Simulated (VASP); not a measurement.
# Si (a cell with a defect) in VASP: single point with PBE

Aim: the single point of Si (a cell with a defect) with PBE.

Program: VASP 6.6.1. These are calculated values, not measurements. Logs are shortened: lines on timing, memory, paths and dates and some standing lists are left out, and cuts for length are marked.

**1. The cell of the first run**

The cell holds a defect, 63 atoms: a = 10.940 Å, b = 10.940 Å, c = 10.940 Å, α = 90.00°, β = 90.00°, γ = 90.00°.

**2. Single point, PBE**

Input file INCAR:

```
PREC = Accurate
ENCUT = 400
EDIFF = 1E-6
ISMEAR = 0
SIGMA = 0.01
LREAL = Auto
LASPH = True
NELM = 120
ALGO = Normal
ISIF = 2
LWAVE = False
LCHARG = False
GGA = PE
NBANDS = 163
GGA_COMPAT = False
```

Input file KPOINTS:

```
Automatic mesh
0
Gamma
  2 2 2
  0.5 0.5 0.5
```

Input file POSCAR:

```
Si
1.0
   10.9404338727      0.0000000000      0.0000000000
    0.0000000000     10.9404338727      0.0000000000
    0.0000000000      0.0000000000     10.9404338727
Si
63
Direct
    0.7498342444      0.2488286001      0.0000138096
    0.7498342444      0.0000138096      0.2488286001
   -0.0001180811     -0.0000342815     -0.0000342815
    0.2580115746      0.2419884254     -0.0033904941
    0.5000342815      0.5001180811     -0.0000342815
    0.7349855327      0.7650144673     -0.0008640973
    0.2580115746     -0.0033904941      0.2419884254
    0.5033904941      0.2419884254      0.2419884254
    0.7508941223      0.5001549255      0.2505104811
    0.5000342815     -0.0000342815      0.5001180811
    0.7508941223      0.2505104811      0.5001549255
    0.7349855327     -0.0008640973      0.7650144673
   -0.0018383096      0.5018383096     -0.0007286241
    0.2511713999      0.7501657556      0.0000138096
    0.0023594095      0.2485360260      0.2485360260
    0.2514639740      0.4976405905      0.2485360260
    0.4999861904      0.7501657556      0.2488286001
   -0.0018383096     -0.0007286241      0.5018383096
    0.2514639740      0.2485360260      0.4976405905
    0.5007286241      0.5018383096      0.5018383096
    0.7482664976      0.7517335024      0.5034606234
    0.2511713999      0.0000138096      0.7501657556
    0.4999861904      0.2488286001      0.7501657556
    0.7482664976      0.5034606234      0.7517335024
   -0.0001549255      0.7491058777      0.2505104811
   -0.0001546051      0.5001546051      0.5001546051
    0.2494895189      0.7491058777      0.5001549255
   -0.0001549255      0.2505104811      0.7491058777
    0.2494895189      0.5001549255      0.7491058777
    0.5008640973      0.7650144673      0.7650144673
   -0.0034606234      0.7517335024      0.7517335024
    0.6241359027      0.1099855327      0.1099855327
    0.8755104811      0.3748450745      0.1258941223
    0.8755104811      0.1258941223      0.3748450745
    0.1284606234      0.1232664976      0.1232664976
    0.3767335024      0.3715393766      0.1232664976
    0.6250138096      0.6261713999      0.1248342444
    0.8738286001      0.8749861904      0.1248342444
    0.3767335024      0.1232664976      0.3715393766
    0.6242713759      0.3731616904      0.3731616904
    0.8735360260      0.6264639740      0.3773594095
    0.6250138096      0.1248342444      0.6261713999
    0.8735360260      0.3773594095      0.6264639740
    0.8738286001      0.1248342444      0.8749861904
    0.1251549255      0.6244895189      0.1258941223
    0.3900144673      0.8758640973      0.1099855327
    0.1251546051      0.3748453949      0.3748453949
    0.3741058777      0.6244895189      0.3748450745
    0.6249657185      0.8750342815      0.3748819189
    0.1251549255      0.1258941223      0.6244895189
    0.3741058777      0.3748450745      0.6244895189
    0.6216095059      0.6330115746      0.6330115746
    0.8669884254      0.8783904941      0.6330115746
    0.3900144673      0.1099855327      0.8758640973
    0.6249657185      0.3748819189      0.8750342815
    0.8669884254      0.6330115746      0.8783904941
    0.1268383096      0.8757286241      0.3731616904
    0.1226405905      0.6264639740      0.6264639740
    0.3751657556      0.8749861904      0.6261713999
    0.1268383096      0.3731616904      0.8757286241
    0.3751657556      0.6261713999      0.8749861904
    0.5625000000      0.9375000000      0.9375000000
    0.1251180811      0.8750342815      0.8750342815
```

Potentials or basis: VASP PAW PBE potentials, release 64 (Si).

Command:

```
$ cat potpaw_PBE.64/Si/POTCAR > POTCAR
$ mpirun -np 1 vasp_std > vasp.out
```

OUTCAR:

```text
PREC = Accurate
   ENCUT = 400
   EDIFF = 1E-6
   ISMEAR = 0
   LREAL = Auto
   LASPH = True
   NELM = 120
   ISIF = 2
   GGA = PE

 ion  position               nearest neighbor table
   1  0.750  0.249  0.000-  44 2.36  55 2.37  32 2.38  33 2.38
   2  0.750  0.000  0.249-  38 2.36  49 2.37  32 2.38  34 2.38
   3  1.000  1.000  1.000-  63 2.37  35 2.37  44 2.37  38 2.37
   4  0.258  0.242  0.997-  35 2.37  36 2.37  60 2.42  54 2.43
   5  0.500  0.500  1.000-  55 2.37  36 2.37  37 2.37  61 2.37
   6  0.735  0.765  0.999-  37 2.38  38 2.38  56 2.43  62 2.75
[... 53 lines left out ...]
  60  0.127  0.373  0.876-  28 2.38  29 2.38  13 2.41   4 2.42
  61  0.375  0.626  0.875-  14 2.36   5 2.37  30 2.38  29 2.38
  62  0.562  0.938  0.938-   6 2.75  12 2.75  30 2.75  32 2.75  46 2.75  54 2.75
  63  0.125  0.875  0.875-   3 2.37  31 2.37  22 2.37  14 2.37

  LATTYP: Found a simple cubic cell.
 ALAT       =    10.9404338727

  Lattice vectors:

 A1 = (  10.9404338727,   0.0000000000,   0.0000000000)
 A2 = (   0.0000000000,  10.9404338727,   0.0000000000)
 A3 = (   0.0000000000,   0.0000000000,  10.9404338727)

Analysis of symmetry for initial positions (statically):
=====================================================================
 Subroutine PRICEL returns:
 Original cell was already a primitive cell.

 Routine SETGRP: Setting up the symmetry group for a
 simple cubic supercell.

 Subroutine GETGRP returns: Found 12 space group operations
 (whereof  2 operations were pure point group operations)
 out of a pool of 48 trial point group operations.

The static configuration has the point symmetry C_1h.
 The point group associated with its full space group is D_3d.

Analysis of symmetry for dynamics (positions and initial velocities):
=====================================================================
 Subroutine PRICEL returns:
 Original cell was already a primitive cell.

 Routine SETGRP: Setting up the symmetry group for a
 simple cubic supercell.

 Subroutine GETGRP returns: Found 12 space group operations
 (whereof  2 operations were pure point group operations)
 out of a pool of 48 trial point group operations.

The dynamic configuration has the point symmetry C_1h.
 The point group associated with its full space group is D_3d.

 Subroutine INISYM returns: Found 12 space group operations
 (whereof  2 operations are pure point group operations),
 and found     1 'primitive' translations

----------------------------------------------------------------------------------------

                                     Primitive cell

  volume of cell :    1309.4944

  direct lattice vectors                    reciprocal lattice vectors
    10.940433873  0.000000000  0.000000000     0.091404053  0.000000000  0.000000000
     0.000000000 10.940433873  0.000000000     0.000000000  0.091404053  0.000000000
     0.000000000  0.000000000 10.940433873     0.000000000  0.000000000  0.091404053

  length of vectors
    10.940433873 10.940433873 10.940433873     0.091404053  0.091404053  0.091404053

  position of ions in fractional coordinates (direct lattice)
     0.749834244  0.248828600  0.000013810
     0.749834244  0.000013810  0.248828600
     0.999881919  0.999965719  0.999965719
     0.258011575  0.241988425  0.996609506
     0.500034281  0.500118081  0.999965719
     0.734985533  0.765014467  0.999135903
[... 55 lines left out ...]
     0.562500000  0.937500000  0.937500000
     0.125118081  0.875034281  0.875034281

  ion indices of the primitive-cell ions
   primitive index   ion index
                 1           1
                 2           2
                 3           3
                 4           4
                 5           5
                 6           6
[... 55 lines left out ...]
                62          62
                63          63

----------------------------------------------------------------------------------------

 KPOINTS: Automatic mesh

Automatic generation of k-mesh.
 Grid dimensions read from file:
 generate k-points for:    2    2    2

 Generating k-lattice:

  Cartesian coordinates                     Fractional coordinates (reciprocal lattice)
     0.045702027  0.000000000  0.000000000     0.500000000  0.000000000  0.000000000
     0.000000000  0.045702027  0.000000000     0.000000000  0.500000000  0.000000000
     0.000000000  0.000000000  0.045702027     0.000000000  0.000000000  0.500000000

  Length of vectors
     0.045702027  0.045702027  0.045702027

  Shift w.r.t. Gamma in fractional coordinates (k-lattice)
     0.500000000  0.500000000  0.500000000

 Subroutine IBZKPT returns following result:
 ===========================================

 Found      2 irreducible k-points:

 Following reciprocal coordinates:
            Coordinates               Weight
  0.250000  0.250000  0.250000      6.000000
 -0.250000  0.250000  0.250000      2.000000
   k-points           NKPTS =      2   k-points in BZ     NKDIM =      2   number of bands    NBANDS=    163
   number of dos      NEDOS =    301   number of ions     NIONS =     63
   total plane-waves  NPLWV = 373248
   dimension x,y,z NGX =    72 NGY =   72 NGZ =   72
   dimension x,y,z NGXF=   144 NGYF=  144 NGZF=  144
   ions per type =              63
   NGX,Y,Z   is equivalent  to a cutoff of  10.94, 10.94, 10.94 a.u.
   NGXF,Y,Z  is equivalent  to a cutoff of  21.88, 21.88, 21.88 a.u.
 SYSTEM =  unknown system
   PREC   = accura    normal or accurate (medium, high low for compatibility)
   ISTART =      0    job   : 0-new  1-cont  2-samecut
   ICHARG =      2    charge: 1-file 2-atom 10-const
   ISPIN  =      1    spin polarized calculation?
   LNONCOLLINEAR =      F non collinear calculations
   LSORBIT =      F    spin-orbit coupling
   LASPH  =      T    aspherical Exc in radial PAW
   ENCUT  =  400.0 eV  29.40 Ry    5.42 a.u.  17.84 17.84 17.84*2*pi/ulx,y,z
   NELM   =    120;   NELMIN=  2; NELMDL= -5     # of ELM steps
   EDIFF  = 0.1E-05   stopping-criterion for ELM
   LREAL  =      T    real-space projection
   EDIFFG = 0.1E-04   stopping-criterion for IOM
   NSW    =      0    number of steps for IOM
   IBRION =     -1    ionic relax: 0-MD 1-quasi-New 2-CG
   NFREE  =      0    steps in history (QN), initial steepest desc. (CG)
   ISIF   =      2    stress and relaxation
   ISYM   =      2    0-nonsym 1-usesym 2-fastsym
   POTIM  = 0.5000    time-step for ionic-motion
   TEBEG  =    0.0;   TEEND  =   0.0 temperature during run
   PSTRESS=    0.0 pullay stress
   NELECT =     252.0000    total number of electrons
   NUPDOWN=      -1.0000    fix difference up-down
   EMIN   =  10.00;   EMAX   =-10.00  energy-range for DOS
   EFERMI =   0.00;   METHOD = LEGACY
   ISMEAR =     0;   SIGMA  =   0.01  broadening in eV -4-tet -1-fermi 0-gaus
   EFERMI_NEDOS =   21; number of points for ismear=-14 and -15
   IALGO  =     38    algorithm
   IMIX   =      4    mixing-type and parameters
     AMIX     =   0.40;   BMIX     =  1.00
     AMIX_MAG =   1.60;   BMIX_MAG =  1.00
  volume/ion in A,a.u.               =      20.79       140.27
  Fermi-wavevector in a.u.,A,eV,Ry     =   0.945164  1.786101 12.154558  0.893335
  Thomas-Fermi vector in A             =   2.073039
   LORBIT       =      0    0 simple, 1 ext, 2 COOP (PROOUT), +10 PAW based schemes
   GGA     = PE    functional components
   LHFCALC =     F    Hartree Fock is set to
   AEXX    =    0.0000 exact exchange contribution
   IVDW    =     0    specifies the selected vdW correction
   LEPSILON=     F    determine dielectric tensor
   LRPA    =     F    only Hartree local field effects (RPA)
 non-spin polarized calculation
 Gauss-broadening in eV      SIGMA  =   0.01
  energy-cutoff  :      400.00
  volume of cell :     1309.49
 maximum number of plane-waves:     23790
   NGX = 35   NGY = 35   NGZ = 35

 number of electron     251.9999986 magnetization

 Free energy of the ion-electron system (eV)
  ---------------------------------------------------
  ext. energy  EPLUGINS =         0.00000000
  ---------------------------------------------------
  free energy    TOTEN  =      -337.91687704 eV

  energy without entropy =     -337.91687704  energy(sigma->0) =     -337.91687704

 E-fermi :   5.4734     XC(G=0):  -9.2890

 val. band max:        5.4175991561   @ k =  -0.2500   0.2500   0.2500
 cond. band min:       5.6514680230   @ k =  -0.2500   0.2500   0.2500
 fundamental gap:      0.2338688668
 Fermi energy:         5.4733794926

 k-point     1 :       0.2500    0.2500    0.2500
  band No.  band energies     occupation
      1      -6.0623      2.00000
      2      -5.5568      2.00000
      3      -5.5324      2.00000
      4      -5.5143      2.00000
      5      -5.0619      2.00000
      6      -5.0334      2.00000
[... 130 lines left out ...]
    137       7.3236      0.00000
    138       7.4092      0.00000

 k-point     2 :      -0.2500    0.2500    0.2500
  band No.  band energies     occupation
      1      -6.0611      2.00000
      2      -5.5569      2.00000
      3      -5.5569      2.00000
      4      -5.4928      2.00000
      5      -5.0612      2.00000
      6      -5.0612      2.00000
[... 130 lines left out ...]
    137       7.3981      0.00000
    138       7.3981      0.00000
 [bands above 138 left out]

------------------------ aborting loop because EDIFF is reached ----------------------------------------

  FORCE on cell =-STRESS in cart. coord.  units (eV):
  Direction    XX          YY          ZZ          XY          YZ          ZX
  --------------------------------------------------------------------------------------
  -------------------------------------------------------------------------------------
  Total      -14.0831886    -14.0831886    -14.0831886      2.9235197     -2.9235197      2.9235197
  in kB      -17.2308992    -17.2308992    -17.2308992      3.5769508     -3.5769508      3.5769508
  external PRESSURE =     -17.2308992 kB  Pullay stress =       0.0000000 kB

 VOLUME and BASIS-vectors are now :
 -----------------------------------------------------------------------------
  energy-cutoff  :      400.00
  volume of cell :     1309.49
      direct lattice vectors                 reciprocal lattice vectors
    10.940433873  0.000000000  0.000000000     0.091404053  0.000000000  0.000000000
     0.000000000 10.940433873  0.000000000     0.000000000  0.091404053  0.000000000
     0.000000000  0.000000000 10.940433873     0.000000000  0.000000000  0.091404053

 POSITION                                       TOTAL-FORCE (eV/Angst)
 -----------------------------------------------------------------------------------
      8.20351      2.72229      0.00015         0.000784      0.002493     -0.003520
      8.20351      0.00015      2.72229         0.000784     -0.003520      0.002493
     10.93914     10.94006     10.94006         0.004397     -0.000050     -0.000050
      2.82276      2.64746     10.90334        -0.004871      0.004871      0.004908
      5.47059      5.47151     10.94006         0.000050     -0.004397     -0.000050
      8.04106      8.36959     10.93098         0.001572     -0.001572      0.005706
[... 55 lines left out ...]
      6.15399     10.25666     10.25666        -0.000000     -0.000000     -0.000000
      1.36885      9.57325      9.57325        -0.004397      0.000050      0.000050
 -----------------------------------------------------------------------------------
    total drift:                                0.000000      0.000000      0.000000

  FREE ENERGIE OF THE ION-ELECTRON SYSTEM (eV)
  ---------------------------------------------------
  free  energy   TOTEN  =      -337.9168770354 eV

  energy  without entropy=     -337.9168770354  energy(sigma->0) =     -337.91687704
```

Run time: 7.1 min. Hardware: 1 thread of Intel Xeon 8259CL, shared host; peak memory 0.75 GiB.

What came out:

- Free energy: -337.9169 eV
- Pressure: -1.7 GPa
- Largest force: 0.008 eV/Å
- Band gap on the k mesh: 0.23 eV

Forces on the atoms (eV/Å):
```
Si   0.001  0.002 -0.004
Si   0.001 -0.004  0.002
Si   0.004  0.000  0.000
Si  -0.005  0.005  0.005
Si   0.000 -0.004  0.000
Si   0.002 -0.002  0.006
Si  -0.005  0.005  0.005
Si  -0.005  0.005  0.005
Si   0.000  0.001 -0.002
Si   0.000  0.000 -0.004
Si   0.000 -0.002  0.001
Si   0.002  0.006 -0.002
Si  -0.001  0.001 -0.003
Si  -0.002 -0.001 -0.004
Si   0.000  0.000  0.000
Si   0.000  0.000  0.000
Si   0.004 -0.001  0.002
Si  -0.001 -0.003  0.001
Si   0.000  0.000  0.000
Si   0.003  0.001  0.001
Si   0.000  0.000  0.002
Si  -0.002 -0.004 -0.001
Si   0.004  0.002 -0.001
Si   0.000  0.002  0.000
Si  -0.001  0.000 -0.002
Si   0.000  0.000  0.000
Si   0.002  0.000  0.001
Si  -0.001 -0.002  0.000
Si   0.002  0.001  0.000
Si  -0.006 -0.002 -0.002
Si  -0.002  0.000  0.000
Si   0.006  0.002  0.002
Si  -0.002 -0.001  0.000
Si  -0.002  0.000 -0.001
Si   0.002  0.000  0.000
Si   0.000 -0.002  0.000
Si  -0.004 -0.002  0.001
Si   0.002  0.004  0.001
Si   0.000  0.000 -0.002
Si  -0.003 -0.001 -0.001
Si   0.000  0.000  0.000
Si  -0.004  0.001 -0.002
Si   0.000  0.000  0.000
Si   0.002  0.001  0.004
Si   0.001  0.002  0.000
Si  -0.002 -0.006  0.002
Si   0.000  0.000  0.000
Si   0.000  0.002 -0.001
Si   0.000  0.000  0.004
Si   0.001  0.000  0.002
Si   0.000 -0.001  0.002
Si   0.005 -0.005 -0.005
Si   0.005 -0.005 -0.005
Si  -0.002  0.002 -0.006
Si   0.000  0.004  0.000
Si   0.005 -0.005 -0.005
Si   0.001  0.003 -0.001
Si   0.000  0.000  0.000
Si  -0.001  0.004 -0.002
Si   0.001 -0.001  0.003
Si  -0.001 -0.002  0.004
Si   0.000  0.000  0.000
Si  -0.004  0.000  0.000
```

Levels at points of the mesh, in eV from the valence-band top:
| k point | band 122 | band 123 | band 124 | band 125 | band 126 | band 127 | band 128 | band 129 | band 130 | band 131 |
| --- | --- | --- | --- | --- | --- | --- | --- | --- | --- | --- |
| (0.25, 0.25, 0.25) | -0.83 | -0.59 | -0.42 | -0.35 | -0.28 | 0.31 | 0.65 | 0.96 | 1.01 | 1.09 |
